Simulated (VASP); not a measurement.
# BaTiO3 (P4mm) in VASP: notebook, part 2 of 2

VASP 6.6.1. The steps go on from the part before.

## (3) Single point, PBE (12.34 Å³/atom)

This run uses another cell than the first one, of 12.34 Å³/atom.

Input file INCAR:

```
  ALGO = Normal
  EDIFF = 1E-7
  ENCUT = 520
  GGA = PE
  ISIF = 2
  ISMEAR = -1
  LASPH = T
  LCHARG = F
  LREAL = F
  LWAVE = F
  NBANDS = 28
  NELM = 60
  PREC = Accurate
  SIGMA = 0.02
```

Input file KPOINTS:

```
k-points
0
Gamma
  8 8 8
```

Input file POSCAR:

```
BaTiO3
1.0
    3.9457420220      0.0000000000      0.0000000000
    0.0000000000      3.9457420220      0.0000000000
    0.0000000000      0.0000000000      3.9636960459
Ba Ti O
1 1 3
Direct
    0.0000000000      0.0000000000      0.0003385073
    0.5000000000      0.5000000000      0.4897153689
    0.5000000000      0.5000000000      0.0155190358
    0.5000000000      0.0000000000      0.5112135441
    0.0000000000      0.5000000000      0.5112135441
```

Potentials or basis: VASP PAW PBE potentials, release 64 (Ba_sv, Ti_sv, O).

Command:

```bash
> cat potpaw_PBE.64/Ba_sv/POTCAR potpaw_PBE.64/Ti_sv/POTCAR potpaw_PBE.64/O/POTCAR > POTCAR
> mpirun -np 1 vasp_std > vasp.out
```

OUTCAR:

```text
EDIFF = 1E-7
   ENCUT = 520
   GGA = PE
   ISIF = 2
   ISMEAR = -1
   LASPH = T
   LREAL = F
   NELM = 60
   PREC = Accurate

 ion  position               nearest neighbor table
   1  0.000  0.000  0.000-   4 2.77   5 2.77   5 2.77   4 2.77   3 2.79   3 2.79   3 2.79   3 2.79
                             4 2.83   5 2.83   5 2.83   4 2.83   2 3.40   2 3.40   2 3.40   2 3.40
   2  0.500  0.500  0.490-   3 1.88   4 1.97   5 1.97   4 1.97   5 1.97   3 2.08   1 3.40   1 3.40
                             1 3.40   1 3.40   1 3.45   1 3.45   1 3.45   1 3.45
   3  0.500  0.500  0.016-   2 1.88   2 2.08   1 2.79   1 2.79   1 2.79   1 2.79
   4  0.500  0.000  0.511-   2 1.97   2 1.97   1 2.77   1 2.77   1 2.83   1 2.83
   5  0.000  0.500  0.511-   2 1.97   2 1.97   1 2.77   1 2.77   1 2.83   1 2.83

  LATTYP: Found a simple tetragonal cell.
 ALAT       =     3.9457420220
 C/A-ratio  =     1.0045502275

  Lattice vectors:

 A1 = (   3.9457420220,   0.0000000000,   0.0000000000)
 A2 = (   0.0000000000,   3.9457420220,   0.0000000000)
 A3 = (   0.0000000000,   0.0000000000,   3.9636960459)

Analysis of symmetry for initial positions (statically):
=====================================================================
 Subroutine PRICEL returns:
 Original cell was already a primitive cell.

 Routine SETGRP: Setting up the symmetry group for a
 simple tetragonal supercell.

 Subroutine GETGRP returns: Found  8 space group operations
 (whereof  8 operations were pure point group operations)
 out of a pool of 16 trial point group operations.

The static configuration has the point symmetry C_4v.

Analysis of symmetry for dynamics (positions and initial velocities):
=====================================================================
 Subroutine PRICEL returns:
 Original cell was already a primitive cell.

 Routine SETGRP: Setting up the symmetry group for a
 simple tetragonal supercell.

[... 128 lines left out ...]
   IMIX   =      4    mixing-type and parameters
     AMIX     =   0.40;   BMIX     =  1.00
     AMIX_MAG =   1.60;   BMIX_MAG =  1.00
  volume/ion in A,a.u.               =      12.34        83.29
  Fermi-wavevector in a.u.,A,eV,Ry     =   1.416801  2.677366 27.311324  2.007326
  Thomas-Fermi vector in A             =   2.538098
   LORBIT       =      0    0 simple, 1 ext, 2 COOP (PROOUT), +10 PAW based schemes
   GGA     = PE    functional components
   LHFCALC =     F    Hartree Fock is set to
   AEXX    =    0.0000 exact exchange contribution
   IVDW    =     0    specifies the selected vdW correction
   LEPSILON=     F    determine dielectric tensor
   LRPA    =     F    only Hartree local field effects (RPA)
 non-spin polarized calculation
  energy-cutoff  :      520.00
  volume of cell :       61.71
 maximum number of plane-waves:      1687
 NGX is ok and might be reduce to    30
   NGX = 15   NGY = 15   NGZ = 15

 number of electron      39.9999991 magnetization

 Free energy of the ion-electron system (eV)
  ---------------------------------------------------
  ext. energy  EPLUGINS =         0.00000000
  ---------------------------------------------------
  free energy    TOTEN  =       -39.85296555 eV

  energy without entropy =      -39.85296555  energy(sigma->0) =      -39.85296555

 E-fermi :   4.6921     XC(G=0): -11.4598

 val. band max:        4.1665821963   @ k =   0.5000   0.5000   0.5000
 cond. band min:       6.0090747201   @ k =   0.0000   0.0000   0.0000
 fundamental gap:      1.8424925238
 Fermi energy:         4.6921186646

 k-point     1 :       0.0000    0.0000    0.0000
  band No.  band energies     occupation
      1     -52.2746      2.00000
      2     -28.5360      2.00000
      3     -28.5087      2.00000
      4     -28.5087      2.00000
      5     -20.6047      2.00000
      6     -12.8425      2.00000
[... 733 lines left out ...]
     27      12.2774      0.00000
     28      13.1504      0.00000

 [... further k-points ...]

------------------------ aborting loop because EDIFF is reached ----------------------------------------

  FORCE on cell =-STRESS in cart. coord.  units (eV):
  Direction    XX          YY          ZZ          XY          YZ          ZX
  --------------------------------------------------------------------------------------
  -------------------------------------------------------------------------------------
  Total        4.5518822      4.5518822      4.7846705      0.0000000     -0.0000000      0.0000000
  in kB      118.1799718    118.1799718    124.2238255      0.0000000     -0.0000000      0.0000000
  external PRESSURE =     120.1945897 kB  Pullay stress =       0.0000000 kB

 VOLUME and BASIS-vectors are now :
 -----------------------------------------------------------------------------
  energy-cutoff  :      520.00
  volume of cell :       61.71
      direct lattice vectors                 reciprocal lattice vectors
     3.945742022  0.000000000  0.000000000     0.253437755  0.000000000  0.000000000
     0.000000000  3.945742022  0.000000000     0.000000000  0.253437755  0.000000000
     0.000000000  0.000000000  3.963696046     0.000000000  0.000000000  0.252289779

 POSITION                                       TOTAL-FORCE (eV/Angst)
 -----------------------------------------------------------------------------------
      0.00000      0.00000      0.00134         0.000000      0.000000      0.025607
      1.97287      1.97287      1.94108        -0.000000     -0.000000      0.038224
      1.97287      1.97287      0.06151        -0.000000     -0.000000     -0.036697
      1.97287      0.00000      2.02630        -0.000000      0.000000     -0.013567
      0.00000      1.97287      2.02630        -0.000000      0.000000     -0.013567
 -----------------------------------------------------------------------------------
    total drift:                                0.000000      0.000000     -0.000261

  FREE ENERGIE OF THE ION-ELECTRON SYSTEM (eV)
  ---------------------------------------------------
  free  energy   TOTEN  =       -39.8529655527 eV

  energy  without entropy=      -39.8529655527  energy(sigma->0) =      -39.85296555
```

OSZICAR:

```text
N       E                     dE             d eps       ncg     rms          rms(c)
DAV:   1     0.440533097820E+03    0.44053E+03   -0.20914E+04  4200   0.156E+03
DAV:   2    -0.488903099361E+01   -0.44542E+03   -0.42350E+03  4796   0.436E+02
DAV:   3    -0.485071210145E+02   -0.43618E+02   -0.43221E+02  5840   0.134E+02
DAV:   4    -0.505540277999E+02   -0.20469E+01   -0.20426E+01  6320   0.247E+01
DAV:   5    -0.506100767587E+02   -0.56049E-01   -0.56034E-01  5712   0.322E+00    0.240E+01
DAV:   6    -0.399214306539E+02    0.10689E+02   -0.55631E+01  5812   0.684E+01    0.980E+00
DAV:   7    -0.399678933047E+02   -0.46463E-01   -0.91954E+00  5556   0.222E+01    0.710E+00
DAV:   8    -0.398338480852E+02    0.13405E+00   -0.68314E-01  5252   0.772E+00    0.320E+00
DAV:   9    -0.398698270275E+02   -0.35979E-01   -0.23336E-01  5620   0.358E+00    0.124E+00
DAV:  10    -0.398533564656E+02    0.16471E-01   -0.90882E-02  4944   0.321E+00    0.291E-01
DAV:  11    -0.398530456849E+02    0.31078E-03   -0.42889E-03  5324   0.449E-01    0.713E-02
DAV:  12    -0.398529999759E+02    0.45709E-04   -0.20899E-04  5228   0.983E-02    0.365E-02
DAV:  13    -0.398529657061E+02    0.34270E-04   -0.24949E-04  4976   0.175E-01    0.204E-02
DAV:  14    -0.398529662213E+02   -0.51519E-06   -0.37107E-05  5996   0.470E-02    0.795E-03
DAV:  15    -0.398529672077E+02   -0.98643E-06   -0.11542E-05  5848   0.314E-02    0.129E-02
DAV:  16    -0.398529656860E+02    0.15217E-05   -0.76476E-06  5604   0.286E-02    0.409E-03
DAV:  17    -0.398529655333E+02    0.15274E-06   -0.11405E-06  5212   0.112E-02    0.115E-03
DAV:  18    -0.398529655527E+02   -0.19467E-07   -0.58370E-08  2844   0.186E-03
   1 F= -.39852966E+02 E0= -.39852966E+02  d E =-.200438E-13
```

stdout:

```text
POSCAR found type information on POSCAR BaTiO
 POSCAR found :  3 types and       5 ions
 scaLAPACK will be used
 LDA part: xc-table for (Slater+PW92), standard interpolation
 POSCAR, INCAR and KPOINTS ok, starting setup
 FFT: planning ... GRIDC
 FFT: planning ... GRID_SOFT
 FFT: planning ... GRID
 WAVECAR not read
 entering main loop
```

Wall time 2.2 min (1 thread of Intel Xeon Platinum 8259CL at 2.50GHz (Skylake/Cascade Lake), shared host); peak memory 0.26 GiB.

What came out:

- Free energy: -39.8530 eV
- Pressure: 12.0 GPa
- Largest force: 0.038 eV/Å
- Band gap on the k mesh: 1.84 eV (least direct gap 2.07 eV)

Forces on the atoms (eV/Å):
```
Ba   0.000  0.000  0.026
Ti   0.000  0.000  0.038
O    0.000  0.000 -0.037
O    0.000  0.000 -0.014
O    0.000  0.000 -0.014
```

Caveat: the cell stands under pressure; spin-orbit coupling is left out, which moves the levels of the heavy elements.
